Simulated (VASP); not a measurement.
The system is F.

```
F
1.0
    -1.07355    1.07355    2.58892
     1.07355   -1.07355    2.58892
     1.07355    1.07355   -2.58892
F
6
Direct
  0.78721 0.78721 0.00000
  0.53721 0.03721 0.50000
  0.96279 0.46279 0.50000
  0.21279 0.21279 0.00000
  0.00000 0.00000 0.00000
  0.75000 0.25000 0.50000
```

```yaml
Program: VASP 6.6.1
Task: relaxation of cell and atoms
Functional: PBE
Potentials_or_basis: VASP PAW PBE potentials, release 64 (F)
Cutoff: 600 eV
k_mesh: 10 × 10 × 10
Occupations: gaussian, width 0.1 eV
Spin: no spin polarisation
```

At the start: pressure 5643.2 GPa; volume 1.99 Å³/atom.

Q: How do energy, volume and symmetry change on relaxing?

A: Over 19 steps the energy falls by 36440.8 meV/atom and the volume is 5.49 Å³/atom (+176.0 %); space group I4_1/amd (No. 141, to 0.05 Å).

Step by step:
| step | energy change (eV) | largest force (eV/Å) | pressure (GPa) | volume (Å³) |
| --- | --- | --- | --- | --- |
| 1 | 0.0000 | 75.7727 | 5643.19 | 11.94 |
| 2 | 1332.0372 | 26.5747 | -93.16 | 993.01 |
| 3 | 90.2485 | 5.2366 | -618.39 | 125.18 |
| 4 | -187.0262 | 1.9505 | -412.00 | 50.77 |
| 5 | -213.7608 | 2.3796 | -80.15 | 36.12 |
| 6 | -214.8025 | 2.6523 | 8.98 | 33.66 |
| 7 | -214.8529 | 2.7230 | 32.67 | 33.08 |
| 8 | -208.7302 | 5.2916 | -175.08 | 37.09 |
| 9 | -216.6396 | 4.0758 | -39.31 | 34.66 |
| 10 | -216.6518 | 3.9390 | -33.05 | 34.53 |
| 11 | -218.0202 | 2.1130 | 62.41 | 31.53 |
| 12 | -218.0308 | 2.2657 | 55.66 | 31.72 |
| 13 | -218.5600 | 0.6263 | -12.74 | 33.17 |
| 14 | -218.6102 | 0.0245 | 1.27 | 32.82 |
| 15 | -218.6422 | 0.0566 | 4.40 | 32.82 |
| 16 | -218.6426 | 0.0590 | 4.79 | 32.82 |
| 17 | -218.6420 | 0.0385 | -5.71 | 33.08 |
| 18 | -218.6445 | 0.0494 | -0.13 | 32.95 |
| 19 | -218.6446 | 0.0304 | -0.15 | 32.94 |

Final structure:
```
F
1.0
    -1.54343    1.54343    3.45736
     1.54343   -1.54343    3.45736
     1.54343    1.54343   -3.45736
F
6
Direct
  0.28689 0.28689 0.00000
  0.03689 0.53689 0.50000
  0.46311 0.96311 0.50000
  0.71311 0.71311 0.00000
  0.00000 0.00000 0.00000
  0.75000 0.25000 0.50000
```

Caveat: the k points lie up to 0.29 Å⁻¹ apart in the final cell; the standard files for N, O and F lose accuracy on very short bonds; the volume moved by over 15 % at a fixed basis, so the end points are rough.
